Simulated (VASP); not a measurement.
# NiO2 (P-3m1) in VASP: a series of runs

Runs on NiO2. Level: PBEsol. Tasks: single point.

All numbers are computed with VASP 6.6.1; they aren't measurements. Logs are shortened: lines on timing, memory, paths and dates and some standing lists are left out, and cuts for length are marked.

### 1 The cell of the first run

It takes space group P-3m1 (No. 164, trigonal). Conventional cell: a = 2.730 Å, b = 2.730 Å, c = 5.170 Å, α = 90.00°, β = 90.00°, γ = 120.00°. Ni (site symmetry -3m) has 6 O at 1.85 Å within 2.5 Å. Within 2.5 Å of O (site symmetry 3m) lie 3 Ni at 1.85 Å and 3 O at 2.50 Å.

### 2 Single point, PBEsol (11.13 Å³/atom, c/a of the conventional cell at fixed volume 1.8933)

INCAR reads:

```
PREC     = Accurate       # precision mode
ENCUT    = 700            # plane-wave cutoff, eV
EDIFF    = 1E-6           # SCF threshold, eV
ISMEAR   = 0              # smearing method
SIGMA    = 0.05           # smearing width, eV
LREAL    = False          # projectors in reciprocal space
LASPH    = True           # aspherical terms in the spheres
NELM     = 120            # most SCF steps
ALGO     = Normal         # electronic algorithm
ISIF     = 2              # what is computed and relaxed
LWAVE    = False          # write WAVECAR
LCHARG   = False          # write CHGCAR
GGA      = PS             # functional
NBANDS   = 22             # bands
GGA_COMPAT= False
```

KPOINTS reads:

```
Automatic mesh
0
Gamma
  12 12 6
```

POSCAR reads:

```
NiO2
1.0
    2.7304424938      0.0000000000      0.0000000000
   -1.3652212469      2.3646325632      0.0000000000
    0.0000000000      0.0000000000      5.1695467736
Ni O
1 2
Direct
    0.0000000000      0.0000000000      0.5000000000
    0.6666666667      0.3333333333      0.6876599244
    0.3333333333      0.6666666667      0.3123400756
```

Potentials or basis: VASP PAW PBE potentials, release 64 (Ni_sv_GW, O).

Command:

```sh
$ cat potpaw_PBE.64/Ni_sv_GW/POTCAR potpaw_PBE.64/O/POTCAR > POTCAR
$ mpirun -np 1 vasp_std > vasp.out
```

OUTCAR:

```text
PREC = Accurate
   ENCUT = 700
   EDIFF = 1E-6
   ISMEAR = 0
   LREAL = False
   LASPH = True
   NELM = 120
   ISIF = 2
   GGA = PS

 ion  position               nearest neighbor table
   1  0.000  0.000  0.500-   2 1.85   3 1.85   3 1.85   2 1.85   2 1.85   3 1.85
   2  0.667  0.333  0.688-   1 1.85   1 1.85   1 1.85
   3  0.333  0.667  0.312-   1 1.85   1 1.85   1 1.85

  LATTYP: Found a hexagonal cell.
 ALAT       =     2.7304424938
 C/A-ratio  =     1.8933000000

  Lattice vectors:

 A1 = (   2.7304424938,   0.0000000000,   0.0000000000)
 A2 = (  -1.3652212469,   2.3646325632,   0.0000000000)
 A3 = (   0.0000000000,   0.0000000000,   5.1695467736)

Analysis of symmetry for initial positions (statically):
=====================================================================
 Subroutine PRICEL returns:
 Original cell was already a primitive cell.

 Routine SETGRP: Setting up the symmetry group for a
 hexagonal supercell.

 Subroutine GETGRP returns: Found 12 space group operations
 (whereof 12 operations were pure point group operations)
 out of a pool of 24 trial point group operations.

The static configuration has the point symmetry D_3d.

Analysis of symmetry for dynamics (positions and initial velocities):
=====================================================================
 Subroutine PRICEL returns:
 Original cell was already a primitive cell.

 Routine SETGRP: Setting up the symmetry group for a
 hexagonal supercell.

 Subroutine GETGRP returns: Found 12 space group operations
 (whereof 12 operations were pure point group operations)
 out of a pool of 24 trial point group operations.

The dynamic configuration has the point symmetry D_3d.

 Subroutine INISYM returns: Found 12 space group operations
 (whereof 12 operations are pure point group operations),
 and found     1 'primitive' translations

----------------------------------------------------------------------------------------

                                     Primitive cell

  volume of cell :      33.3771

  direct lattice vectors                    reciprocal lattice vectors
     2.730442494  0.000000000  0.000000000     0.366241004  0.211449342  0.000000000
    -1.365221247  2.364632563  0.000000000     0.000000000  0.422898684  0.000000000
     0.000000000  0.000000000  5.169546774     0.000000000  0.000000000  0.193440556

  length of vectors
     2.730442494  2.730442494  5.169546774     0.422898684  0.422898684  0.193440556

  position of ions in fractional coordinates (direct lattice)
     0.000000000  0.000000000  0.500000000
     0.666666667  0.333333333  0.687659924
     0.333333333  0.666666667  0.312340076

  ion indices of the primitive-cell ions
   primitive index   ion index
                 1           1
                 2           2
                 3           3

----------------------------------------------------------------------------------------

 KPOINTS: Automatic mesh

Automatic generation of k-mesh.
 Grid dimensions read from file:
 generate k-points for:   12   12    6

 Generating k-lattice:

  Cartesian coordinates                     Fractional coordinates (reciprocal lattice)
     0.030520084  0.017620779  0.000000000     0.083333333  0.000000000  0.000000000
     0.000000000  0.035241557  0.000000000     0.000000000  0.083333333  0.000000000
     0.000000000  0.000000000  0.032240093     0.000000000  0.000000000  0.166666667

  Length of vectors
     0.035241557  0.035241557  0.032240093

  Shift w.r.t. Gamma in fractional coordinates (k-lattice)
     0.000000000  0.000000000  0.000000000

 Subroutine IBZKPT returns following result:
 ===========================================

 Found    100 irreducible k-points:

 Following reciprocal coordinates:
            Coordinates               Weight
  0.000000  0.000000  0.000000      1.000000
  0.083333 -0.000000  0.000000      6.000000
  0.166667  0.000000  0.000000      6.000000
  0.250000  0.000000  0.000000      6.000000
  0.333333  0.000000  0.000000      6.000000
  0.416667  0.000000  0.000000      6.000000
[... 16 lines left out ...]
  0.166667  0.000000  0.166667      6.000000
  0.000000  0.166667  0.166667      6.000000
 [... further k-points ...]
   k-points           NKPTS =    100   k-points in BZ     NKDIM =    100   number of bands    NBANDS=     22
   number of dos      NEDOS =    301   number of ions     NIONS =      3
   total plane-waves  NPLWV =  27648
   dimension x,y,z NGX =    24 NGY =   24 NGZ =   48
   dimension x,y,z NGXF=    48 NGYF=   48 NGZF=   96
   ions per type =               1   2
   NGX,Y,Z   is equivalent  to a cutoff of  14.61, 14.61, 15.44 a.u.
   NGXF,Y,Z  is equivalent  to a cutoff of  29.23, 29.23, 30.87 a.u.
 SYSTEM =  unknown system
   PREC   = accura    normal or accurate (medium, high low for compatibility)
   ISTART =      0    job   : 0-new  1-cont  2-samecut
   ICHARG =      2    charge: 1-file 2-atom 10-const
   ISPIN  =      1    spin polarized calculation?
   LNONCOLLINEAR =      F non collinear calculations
   LSORBIT =      F    spin-orbit coupling
   LASPH  =      T    aspherical Exc in radial PAW
   ENCUT  =  700.0 eV  51.45 Ry    7.17 a.u.   5.89  5.89 11.15*2*pi/ulx,y,z
   NELM   =    120;   NELMIN=  2; NELMDL= -5     # of ELM steps
   EDIFF  = 0.1E-05   stopping-criterion for ELM
   LREAL  =      F    real-space projection
   EDIFFG = 0.1E-04   stopping-criterion for IOM
   NSW    =      0    number of steps for IOM
   IBRION =     -1    ionic relax: 0-MD 1-quasi-New 2-CG
   NFREE  =      0    steps in history (QN), initial steepest desc. (CG)
   ISIF   =      2    stress and relaxation
   ISYM   =      2    0-nonsym 1-usesym 2-fastsym
   POTIM  = 0.5000    time-step for ionic-motion
   TEBEG  =    0.0;   TEEND  =   0.0 temperature during run
   PSTRESS=    0.0 pullay stress
   NELECT =      30.0000    total number of electrons
   NUPDOWN=      -1.0000    fix difference up-down
   EMIN   =  10.00;   EMAX   =-10.00  energy-range for DOS
   EFERMI =   0.00;   METHOD = LEGACY
   ISMEAR =     0;   SIGMA  =   0.05  broadening in eV -4-tet -1-fermi 0-gaus
   EFERMI_NEDOS =   21; number of points for ismear=-14 and -15
   IALGO  =     38    algorithm
   IMIX   =      4    mixing-type and parameters
     AMIX     =   0.40;   BMIX     =  1.00
     AMIX_MAG =   1.60;   BMIX_MAG =  1.00
  volume/ion in A,a.u.               =      11.13        75.08
  Fermi-wavevector in a.u.,A,eV,Ry     =   1.579909  2.985596 33.961690  2.496114
  Thomas-Fermi vector in A             =   2.680217
   LORBIT       =      0    0 simple, 1 ext, 2 COOP (PROOUT), +10 PAW based schemes
   GGA     = PS    functional components
   LHFCALC =     F    Hartree Fock is set to
   AEXX    =    0.0000 exact exchange contribution
   IVDW    =     0    specifies the selected vdW correction
   LEPSILON=     F    determine dielectric tensor
   LRPA    =     F    only Hartree local field effects (RPA)
 non-spin polarized calculation
 Gauss-broadening in eV      SIGMA  =   0.05
  energy-cutoff  :      700.00
  volume of cell :       33.38
 maximum number of plane-waves:      1420
   NGX = 11   NGY = 11   NGZ = 23

 number of electron      29.9999995 magnetization

 Free energy of the ion-electron system (eV)
  ---------------------------------------------------
  ext. energy  EPLUGINS =         0.00000000
  ---------------------------------------------------
  free energy    TOTEN  =       -19.74777597 eV

  energy without entropy =      -19.74777597  energy(sigma->0) =      -19.74777597

 E-fermi :   1.5930     XC(G=0): -10.5978

 val. band max:        1.3780675119   @ k =   0.0833   0.0833   0.5000
 cond. band min:       2.5559525736   @ k =   0.2500   0.0000   0.3333
 fundamental gap:      1.1778850617
 Fermi energy:         1.5930000019

 k-point     1 :       0.0000    0.0000    0.0000
  band No.  band energies     occupation
      1    -102.5305      2.00000
      2     -63.0773      2.00000
      3     -63.0773      2.00000
      4     -62.8921      2.00000
      5     -18.3923      2.00000
      6     -15.9911      2.00000
[... 14 lines left out ...]
     21      21.9627      0.00000
     22      22.2306      0.00000

 k-point     2 :       0.0833   -0.0000    0.0000
  band No.  band energies     occupation
      1    -102.5302      2.00000
      2     -63.0820      2.00000
      3     -63.0784      2.00000
      4     -62.8916      2.00000
      5     -18.2913      2.00000
      6     -15.9885      2.00000
[... 14 lines left out ...]
     21      21.0555      0.00000
     22      22.0733      0.00000

 k-point     3 :       0.1667    0.0000    0.0000
  band No.  band energies     occupation
      1    -102.5290      2.00000
      2     -63.0947      2.00000
      3     -63.0815      2.00000
      4     -62.8897      2.00000
      5     -18.0030      2.00000
      6     -15.9848      2.00000
[... 14 lines left out ...]
     21      19.4230      0.00000
     22      21.1839      0.00000

 k-point     4 :       0.2500    0.0000    0.0000
  band No.  band energies     occupation
      1    -102.5274      2.00000
      2     -63.1120      2.00000
      3     -63.0857      2.00000
      4     -62.8872      2.00000
      5     -17.5734      2.00000
      6     -15.9910      2.00000
[... 14 lines left out ...]
     21      18.0298      0.00000
     22      20.0872      0.00000

 k-point     5 :       0.3333    0.0000    0.0000
  band No.  band energies     occupation
      1    -102.5258      2.00000
      2     -63.1293      2.00000
      3     -63.0899      2.00000
      4     -62.8846      2.00000
      5     -17.0808      2.00000
      6     -16.0241      2.00000
[... 417 lines left out ...]
 k-point    22 :       0.0000    0.0833    0.1667
  band No.  band energies     occupation
      1    -102.5302      2.00000
      2     -63.0819      2.00000
      3     -63.0784      2.00000
      4     -62.8916      2.00000
      5     -18.2839      2.00000
      6     -16.0023      2.00000
[... 14 lines left out ...]
     21      21.0901      0.00000
     22      21.8925      0.00000

 k-point    23 :       0.1667    0.0000    0.1667
  band No.  band energies     occupation
      1    -102.5291      2.00000
      2     -63.0947      2.00000
      3     -63.0815      2.00000
      4     -62.8897      2.00000
      5     -17.9963      2.00000
      6     -15.9961      2.00000
[... 14 lines left out ...]
     21      19.4223      0.00000
     22      21.2526      0.00000

 k-point    24 :       0.0000    0.1667    0.1667
  band No.  band energies     occupation
      1    -102.5290      2.00000
      2     -63.0947      2.00000
      3     -63.0815      2.00000
      4     -62.8897      2.00000
      5     -17.9958      2.00000
      6     -15.9971      2.00000
[... 14 lines left out ...]
     21      19.5073      0.00000
     22      21.1124      0.00000

 [... further k-points ...]

------------------------ aborting loop because EDIFF is reached ----------------------------------------

  FORCE on cell =-STRESS in cart. coord.  units (eV):
  Direction    XX          YY          ZZ          XY          YZ          ZX
  --------------------------------------------------------------------------------------
  -------------------------------------------------------------------------------------
  Total        1.2696979      1.2696979     -0.5758498      0.0000000      0.0000000      0.0000000
  in kB       60.9483321     60.9483321    -27.6420755      0.0000000      0.0000000      0.0000000
  external PRESSURE =      31.4181962 kB  Pullay stress =       0.0000000 kB

 VOLUME and BASIS-vectors are now :
 -----------------------------------------------------------------------------
  energy-cutoff  :      700.00
  volume of cell :       33.38
      direct lattice vectors                 reciprocal lattice vectors
     2.730442494  0.000000000  0.000000000     0.366241004  0.211449342  0.000000000
    -1.365221247  2.364632563  0.000000000     0.000000000  0.422898684  0.000000000
     0.000000000  0.000000000  5.169546774     0.000000000  0.000000000  0.193440556

 POSITION                                       TOTAL-FORCE (eV/Angst)
 -----------------------------------------------------------------------------------
      0.00000      0.00000      2.58477        -0.000000      0.000000      0.000000
      1.36522      0.78821      3.55489        -0.000000     -0.000000     -0.180284
     -0.00000      1.57642      1.61466         0.000000      0.000000      0.180284
 -----------------------------------------------------------------------------------
    total drift:                                0.000000      0.000000      0.000000

  FREE ENERGIE OF THE ION-ELECTRON SYSTEM (eV)
  ---------------------------------------------------
  free  energy   TOTEN  =       -19.7477759717 eV

  energy  without entropy=      -19.7477759717  energy(sigma->0) =      -19.74777597
```

It took 58 s on 1 thread of Intel Xeon Platinum 8488C (Sapphire Rapids), shared host; peak memory 0.27 GiB.

Results:

```
Free energy            : -19.7478 eV
Pressure               : 3.1 GPa
Largest force          : 0.180 eV/Å
Band gap on the k mesh : 1.18 eV (least direct gap 1.37 eV)
```

Forces on the atoms (eV/Å):
```
Ni   0.000  0.000  0.000
O    0.000  0.000 -0.180
O    0.000  0.000  0.180
```

Stress tensor (GPa, compression positive):
```
 6.09  0.00  0.00
 0.00  6.09  0.00
 0.00  0.00 -2.76
```

Caveat: the cell differs from its parent crystal (c/a of the conventional cell at fixed volume 1.8933); the stress differs along the axes, from -3 to 6 GPa; the PAW data sets were made with another functional, which shifts forces and pressure a little; the run has no spin polarisation, though such a crystal can be magnetic. Spin polarisation is off, so any magnetic state and its effect on volume and gap are missing.

### 3 Single point, PBEsol

INCAR reads:

```
SYSTEM = NiO2
PREC = Accurate ; ENCUT = 700
EDIFF = 1E-6 ; ISMEAR = 0
SIGMA = 0.05 ; LREAL = .FALSE.
LASPH = .TRUE. ; NELM = 120
ALGO = Normal ; ISIF = 2
LWAVE = .FALSE. ; LCHARG = .FALSE.
GGA = PS ; NBANDS = 22
GGA_COMPAT = .FALSE.
```

KPOINTS reads:

```
Automatic mesh
0
G
  12 12 6
  0 0 0
```

POSCAR reads:

```
NiO2
1.0
    2.7304424938      0.0000000000      0.0000000000
   -1.3652212469      2.3646325632      0.0000000000
    0.0000000000      0.0000000000      5.1695467736
Ni O
1 2
Direct
    0.0000000000      0.0000000000      0.5000000000
    0.6666666667      0.3333333333      0.6499533987
    0.3333333333      0.6666666667      0.3500466013
```

Potentials or basis: VASP PAW PBE potentials, release 64 (Ni_sv_GW, O).

Command:

```sh
$ cat potpaw_PBE.64/Ni_sv_GW/POTCAR potpaw_PBE.64/O/POTCAR > POTCAR
$ mpirun -np 1 vasp_std > vasp.out
```

Run time: 98 s. Hardware: 1 thread of Intel Xeon Platinum 8375C at 2.90GHz (Ice Lake), shared host; peak memory 0.27 GiB.

The run converged. Its results:

| Item | Value |
| --- | --- |
| Free energy | -18.9684 eV |
| Pressure | 37.9 GPa |
| Largest force | 4.414 eV/Å |
| Band gap on the k mesh | 1.15 eV (least direct gap 1.74 eV) |

Forces in eV/Å, atoms in the order of the input:
```
Ni   0.000  0.000  0.000
O    0.000  0.000  4.414
O    0.000  0.000 -4.414
```

Stress tensor (GPa, compression positive):
```
41.02  0.00  0.00
 0.00 41.02  0.00
 0.00  0.00 31.78
```

Levels at points of the mesh, in eV from the valence-band top:
```csv
k point,band 12,band 13,band 14,band 15,band 16,band 17,band 18,band 19
"(0.00, 0.00, 0.00)",-1.96,-1.80,-1.80,-0.13,2.73,2.73,7.08,11.32
"(0.50, 0.00, 0.00)",-2.56,-2.35,-2.15,-1.22,1.62,2.66,12.43,12.50
"(0.00, 0.00, 0.50)",-2.39,-1.80,-1.80,0.00,2.74,2.74,8.17,10.50
"(0.50, 0.00, 0.50)",-2.56,-2.34,-2.01,-1.25,1.61,2.65,11.51,12.72
```

Caveat: the cell differs from its parent crystal (atoms shifted along a free coordinate, c/a of the conventional cell at fixed volume 1.8933); the stress differs along the axes, from 32 to 41 GPa; the PAW data sets were made with another functional, which shifts forces and pressure a little; the run has no spin polarisation, though such a crystal can be magnetic. Spin polarisation is off, so any magnetic state and its effect on volume and gap are missing.

### 4 Single point, PBEsol

This run uses another cell than the first one, of the same volume but with other edges.

INCAR reads:

```
SYSTEM = NiO2
  ALGO = Normal
  EDIFF = 1E-6
  ENCUT = 700
  GGA = PS
  GGA_COMPAT = .FALSE.
  ISIF = 2
  ISMEAR = 0
  LASPH = .TRUE.
  LCHARG = .FALSE.
  LREAL = .FALSE.
  LWAVE = .FALSE.
  NBANDS = 22
  NELM = 120
  PREC = Accurate
  SIGMA = 0.05
```

KPOINTS reads:

```
k-points
0
G
  12 12 6
  0 0 0
```

POSCAR reads:

```
NiO2
1.0
    2.8624235356      0.0000000000      0.0000000000
   -1.4312117678      2.4789314982      0.0000000000
    0.0000000000      0.0000000000      4.7038205961
Ni O
1 2
Direct
    0.0000000000      0.0000000000      0.5000000000
    0.6666666667      0.3333333333      0.6373845568
    0.3333333333      0.6666666667      0.3626154432
```

Command:

```sh
$ cat potpaw_PBE.64/Ni_sv_GW/POTCAR potpaw_PBE.64/O/POTCAR > POTCAR
$ mpirun -np 1 vasp_std > vasp.out
```

Run time: 3.2 min. Hardware: 1 thread of AMD EPYC 7R43 (Zen 3), shared host; peak memory 0.24 GiB.

Results (log left out):

```yaml
Free_energy: -18.4959 eV
Pressure: 33.2 GPa
Largest_force: 5.005 eV/Å
Band_gap_on_the_k_mesh: 0.65 eV (least direct gap 0.98 eV)
```

Forces in eV/Å, atoms in the order of the input:
```
Ni   0.000  0.000  0.000
O    0.000  0.000  5.005
O    0.000  0.000 -5.005
```

Stress tensor (GPa, compression positive):
```
34.82  0.00  0.00
 0.00 34.82  0.00
 0.00  0.00 29.95
```

Levels at points of the mesh, in eV from the valence-band top:
```csv
k point,band 11,band 12,band 13,band 14,band 15,band 16,band 17,band 18,band 19,band 20
"(0.00, 0.00, 0.00)",-2.74,-2.38,-2.03,-2.03,-0.09,2.34,2.34,6.34,11.09,14.50
"(0.50, 0.00, 0.00)",-4.17,-2.72,-2.50,-1.62,-1.09,0.96,2.56,11.19,11.47,13.44
"(0.00, 0.00, 0.50)",-2.75,-2.75,-2.03,-2.03,0.00,2.35,2.35,7.60,10.06,13.20
"(0.50, 0.00, 0.50)",-4.12,-2.72,-2.46,-1.40,-1.11,0.93,2.54,10.08,11.95,14.25
```

Caveat: the cell differs from its parent crystal (atoms shifted along a free coordinate, c/a of the conventional cell at fixed volume 1.6433); the cell stands under pressure; the PAW data sets were made with another functional, which shifts forces and pressure a little; the run has no spin polarisation, though such a crystal can be magnetic. Spin polarisation is off, so any magnetic state and its effect on volume and gap are missing.

### 5 Summary

| cell | gap on the mesh (eV) | pressure (GPa) | largest force (eV/Å) |
| --- | --- | --- | --- |
| a = 2.730, b = 2.730, c = 5.170 Å, angles 90.0, 90.0, 120.0°, 3 atoms, atomic positions A | 1.18 | 3.1 | 0.18 |
| a = 2.730, b = 2.730, c = 5.170 Å, angles 90.0, 90.0, 120.0°, 3 atoms, atomic positions B | 1.15 | 37.9 | 4.41 |
| a = 2.862, b = 2.862, c = 4.704 Å, angles 90.0, 90.0, 120.0°, 3 atoms, atomic positions C | 0.65 | 33.2 | 5.00 |

Alike in all rows: task single point; level PBEsol; potentials or basis VASP PAW PBE potentials, release 64 (Ni_sv_GW, O); no spin polarisation; k mesh 12 × 12 × 6; cutoff (eV) 700; smearing gaussian 0.05 eV.

Caveats: the PAW data sets were made with another functional, which shifts forces and pressure a little; the run has no spin polarisation, though such a crystal can be magnetic; the stress differs along the axes, from -3 to 6 GPa (at least some runs); the stress differs along the axes, from 32 to 41 GPa (at least some runs); the cell stands under pressure (at least some runs).

Absolute energies hang on the potentials; compare differences alone.
